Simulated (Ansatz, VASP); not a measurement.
## Cd: VASP beside Ansatz

INCAR

```
ALGO = Normal ; EDIFF = 1E-8
ENCUT = 520 ; ISIF = 2
ISMEAR = -1 ; LASPH = True
LCHARG = False ; LEFG = True
LREAL = False ; LWAVE = False
NBANDS = 19 ; NELM = 100
PREC = Accurate ; SIGMA = 0.05
```

KPOINTS

```
k-points
0
Gamma
  16 16 7
```

Contents of POSCAR:

```
Cd
1.0
    2.9788725081      0.0000000000      0.0000000000
   -1.4894362540      2.5797792666      0.0000000000
    0.0000000000      0.0000000000      5.6176500000
Cd
2
Direct
    0.3333333333      0.6666666667      0.2500000000
    0.6666666667      0.3333333333      0.7500000000
```

Input for Ansatz:

```yaml
crystal:
  lattice:
    - [2.9788725081, 0.0, 0.0]
    - [-1.489436254, 2.5797792666, 0.0]
    - [0.0, 0.0, 5.61765]
  atoms:
    - { symbol: Cd, position: [0.3333333333, 0.6666666667, 0.25] }
    - { symbol: Cd, position: [0.6666666667, 0.3333333333, 0.75] }
kpoints:
  mp_grid: { grid: [16, 16, 7] }
  band_path:
    path:
      - [0.0, 0.0, 0.0]
      - [0.5, 0.0, 0.0]
      - [0.3333333333, 0.3333333333, 0.0]
      - [0.0, 0.0, 0.0]
      - [0.0, 0.0, 0.5]
      - [0.5, 0.0, 0.5]
      - [0.3333333333, 0.3333333333, 0.5]
      - [0.0, 0.0, 0.5]
      - [0.5, 0.0, 0.5]
    npoints: 5
scf:
  occupations: { method: fermi_dirac, width: 0.05 }
hamiltonian:
  xc: lda
  pseudopotentials: { kind: paw }
output:
  forces: true
  stress: true
  eigenvalues: true
  efg: { contact_densities: true }
```

Alike in both runs: task electric field gradients; functional LDA; k mesh 16 × 16 × 7; occupations fermi-dirac, width 0.05 eV; no spin polarisation.

```csv
,VASP,Ansatz
version,VASP 6.6.1,Ansatz 0.2.0
potentials or method,"VASP PAW LDA potentials, release 64 (Cd)","PAW with Ansatz's default frozen-core files, scalar-relativistic"
plane-wave cutoff (eV),520,420
valence electrons in the cell,24,40
```

Ansatz gave:

```
pressure (GPa)                                                : -4.4
traceless stress, the component that is largest in VASP (GPa) : 0.84
size of Vzz on the site where it differs most (V/Å²)          : 72.2
```

Task: Estimate VASP's values.

Result: Pressure (GPa): -3.9; traceless stress, the component that is largest in VASP (GPa): 0.64; size of Vzz on the site where it differs most (V/Å²): 81.6.

LDA's correlation is that of Perdew and Zunger in VASP and of Perdew and Wang (1992) in Ansatz. VASP's potentials hold 24 valence electrons a cell and Ansatz's 40, so a difference there can come from the potentials and not from the codes.
